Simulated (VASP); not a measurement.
Runs of VASP 6.6.1 on ZrHg. The structure is that of space group P4/mmm (No. 123), or close to it. The cells are those of the table. 

```tsv
task	cell	gap on the mesh (eV)	pressure (GPa)
single point	a = 3.059, b = 3.059, c = 4.182 Å, 2 atoms	none	3.5
single point	a = 3.110, b = 3.110, c = 4.211 Å, 2 atoms	none	-1.6
single point	a = 3.085, b = 3.085, c = 4.197 Å, 2 atoms	none	0.8
single point	a = 3.056, b = 3.056, c = 4.180 Å, 2 atoms	none	(a)
```

Alike in all rows: level LDA; potentials or basis VASP PAW LDA potentials, release 64 (Zr_sv, Hg); no spin polarisation; k mesh 14 × 14 × 10; cutoff (eV) 520; smearing fermi-dirac 0.15 eV.

Problem. Estimate the missing entries.

Solution. (a) 3.9.

Caveats: spin-orbit coupling is left out, which moves the levels of the heavy elements.

A k mesh can miss the band edges, and the runs leave out spin-orbit coupling on Hg, Zr.

A gap of «none» marks levels without a gap at the run's occupations.
